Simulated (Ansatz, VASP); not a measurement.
## One calculation of TiAl, two programs

Contents of POSCAR:

```
TiAl
1.0
    3.1777093869     -0.2444322083     -0.0388561257
   -0.2444322083      3.1924100883      0.0010961360
   -0.0388561257      0.0010961360      3.2766954854
Ti Al
1 1
Direct
   -0.0072745895     -0.0165950445      0.0228551582
    0.5072745895      0.5165950445      0.4771448418
```

File INCAR.step1:

```
  PREC = Accurate
  ENCUT = 520
  ISMEAR = 0
  SIGMA = 0.15
  LREAL = False
  LASPH = True
  NELM = 80
  NBANDS = 14
  GGA = PE
  ALGO = Normal
  EDIFF = 1E-4
  LWAVE = True
  LCHARG = False
```

File INCAR.step2:

```
  PREC = Accurate
  ENCUT = 520
  EDIFF = 1E-6
  ISMEAR = 0
  SIGMA = 0.15
  LREAL = False
  LASPH = True
  NELM = 80
  ALGO = Normal
  ISIF = 2
  LWAVE = False
  LCHARG = False
  METAGGA = R2SCAN
  LMIXTAU = True
  NBANDS = 14
  ISTART = 1
```

File KPOINTS:

```
Automatic mesh
0
Gamma
  10 10 10
```

Input for Ansatz:

```yaml
crystal:
  lattice:
    - [3.1777093869, -0.2444322083, -0.0388561257]
    - [-0.2444322083, 3.1924100883, 0.001096136]
    - [-0.0388561257, 0.001096136, 3.2766954854]
  atoms:
    - { symbol: Ti, position: [-0.0072745895, -0.0165950445, 0.0228551582] }
    - { symbol: Al, position: [0.5072745895, 0.5165950445, 0.4771448418] }
basis:
  ecutwfc: 500
kpoints:
  mp_grid: { grid: [10, 10, 10] }
hamiltonian:
  xc: r2scan
scf:
  occupations: { method: gaussian, width: 0.15 }
output:
  forces: true
  stress: true
  eigenvalues: true
  write_density: true
  write_potential: true
  elf: true
  volumetric_format: npy
```

Change from the starting cell: all atoms moved at random, sigma 0.1 Å a component, cell strained at random, sigma 0.06.

Alike in both runs: task single point; functional r2SCAN; k mesh 10 × 10 × 10; occupations gaussian, width 0.15 eV; no spin polarisation.

|  | VASP | Ansatz |
| --- | --- | --- |
| version | VASP 6.6.1 | Ansatz 0.2.0 |
| potentials or method | VASP PAW PBE potentials, release 64 (Ti_sv, Al), cutoff 520 eV | scalar-relativistic, plane waves, PAW |
| valence electrons in the cell | 15 | 15 |

Ansatz gave:

- gap on the k mesh at the Fermi level (eV): none
- pressure (GPa): -0.2
- traceless stress, the component that is largest in VASP (GPa): 13.14
- rms of the force components (eV/Å): 0.840

Task: What did VASP give for the same quantities?

Result: gap on the k mesh at the Fermi level (eV): none; pressure (GPa): -0.2; traceless stress, the component that is largest in VASP (GPa): 13.09; rms of the force components (eV/Å): 0.844.

VASP's potentials were made for PBE, not for r2SCAN. Atom by atom the forces differ by 0.004 eV/Å (rms over components). A gap of «none» marks a metal or a gap that the smearing closes.
